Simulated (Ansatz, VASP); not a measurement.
**GaP in VASP and in Ansatz**

Contents of POSCAR:

```
GaP
1.0
    0.0000000000      2.5072300000      2.8342600000
    2.5072300000      0.0000000000      2.8342600000
    2.5072300000      2.5072300000      0.0000000000
Ga P
1 1
Direct
    0.0000000000      0.0000000000      0.0000000000
    0.7500000000      0.7500000000      0.7500000000
```

The input INCAR.step1:

```
SYSTEM = GaP
PREC = Accurate
ENCUT = 520
ISMEAR = 0
SIGMA = 0.05
LREAL = .False.
LASPH = .True.
NELM = 80
NBANDS = 16
GGA = PE
ALGO = Normal
EDIFF = 1E-4
LWAVE = .True.
LCHARG = .False.
```

INCAR.step2

```
SYSTEM = GaP
PREC = Accurate
ENCUT = 520
EDIFF = 1E-6
ISMEAR = 0
SIGMA = 0.05
LREAL = .False.
LASPH = .True.
NELM = 80
ALGO = Normal
ISIF = 2
LWAVE = .False.
LCHARG = .False.
METAGGA = R2SCAN
LMIXTAU = .True.
NBANDS = 16
ISTART = 1
```

File KPOINTS:

```
regular mesh
0
Gamma
  8 8 8
  0 0 0
```

Input for Ansatz:

```yaml
crystal:
  lattice:
    - [0.0, 2.50723, 2.83426]
    - [2.50723, 0.0, 2.83426]
    - [2.50723, 2.50723, 0.0]
  atoms:
    - { symbol: Ga, position: [0.0, 0.0, 0.0] }
    - { symbol: P, position: [0.75, 0.75, 0.75] }
basis:
  ecutwfc: 500
kpoints:
  mp_grid: { grid: [8, 8, 8] }
hamiltonian:
  xc: r2scan
scf:
  occupations: { method: gaussian, width: 0.05 }
output:
  forces: true
  stress: true
  eigenvalues: true
```

Change from the starting cell: strain -0.080 along x and y, +0.040 along z, atoms carried along.

Alike in both runs: task single point; functional r2SCAN; k mesh 8 × 8 × 8; occupations gaussian, width 0.05 eV; no spin polarisation.

```csv
,VASP,Ansatz
version,VASP 6.6.1,Ansatz 0.2.0
potentials or method,"VASP PAW PBE potentials, release 64 (Ga_d, P), cutoff 520 eV","scalar-relativistic, plane waves, PAW"
valence electrons in the cell,18,18
```

Ansatz gave:

- gap on the k mesh at the Fermi level (eV): 0.99
- least direct gap on the mesh (eV): 2.64
- pressure (GPa): 14.3
- traceless stress, the component that is largest in VASP (GPa): -8.53

Task: What did VASP give for the same quantities?

Result: gap on the k mesh at the Fermi level (eV): 0.99; least direct gap on the mesh (eV): 2.63; pressure (GPa): 14.3; traceless stress, the component that is largest in VASP (GPa): -8.53.

VASP's potentials were made for PBE, not for r2SCAN. The functional is the same, so the differences come from potentials, cutoffs and numerics.
